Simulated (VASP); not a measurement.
Wanted: the native input for a VASP 6.6.1 run.

```yaml
Task: single point
Functional: PBE
Dispersion: D3(BJ)
Potentials_or_basis: VASP PAW PBE potentials, release 64 (Al)
Cutoff: 520 eV
k_mesh: 18 × 18 × 4
Occupations: gaussian, width 0.15 eV
Spin: no spin polarisation
Dipole_correction: no
Further_INCAR_settings: ALGO = Fast; EDIFF = 1e-06; NBANDS = 14
```

The structure of Al lies in POSCAR:

```
Al
1.0
    2.7018453743      0.0000000000      0.0000000000
   -1.3509226872      2.3398667312      0.0000000000
    0.0000000000      0.0000000000      9.2410470711
Al
4
Direct
   -0.1294048887      0.0000000000      0.0000000000
    0.3333333333      0.6666666667      0.2500000000
    0.1294048887      0.0000000000      0.5000000000
    0.6666666667      0.3333333333      0.7500000000
```

This cell differs from its parent crystal: atoms displaced along a vibrational mode, the cell strained.

The input as run:

INCAR

```
SYSTEM = Al
PREC     = Accurate       ! precision mode
ENCUT    = 520            ! plane-wave cutoff, eV
EDIFF    = 1E-6           ! SCF threshold, eV
ISMEAR   = 0              ! smearing method
SIGMA    = 0.15           ! smearing width, eV
LREAL    = .FALSE.        ! projectors in reciprocal space
LASPH    = .TRUE.         ! aspherical terms in the spheres
NELM     = 100            ! most SCF steps
ALGO     = Fast           ! electronic algorithm
ISIF     = 2              ! what is computed and relaxed
LWAVE    = .FALSE.        ! write WAVECAR
LCHARG   = .FALSE.        ! write CHGCAR
GGA      = PE             ! functional
IVDW     = 12             ! dispersion correction
NBANDS   = 14             ! bands
```

KPOINTS

```
regular mesh
0
G
  18 18 4
  0 0 0
```

Potentials or basis: VASP PAW PBE potentials, release 64 (Al).

Run with:

```sh
$ cat potpaw_PBE.64/Al/POTCAR > POTCAR
$ mpirun -np 1 vasp_std > vasp.out
```

It gave:

```json
{
  "Pressure": "9.9 GPa",
  "Largest force": "0.350 eV/Å",
  "Band gap on the k mesh": "zero (bands 6 and 7 overlap by 5.01 eV)",
  "Dispersion energy per atom": "-0.382 eV"
}
```

Caveat: the cell differs from its parent crystal (atoms displaced along a vibrational mode, the cell strained); the cell stands under pressure.

Run time: 5.2 min on 1 thread of Intel Xeon 8259CL (shared host), peak memory 0.3 GiB.
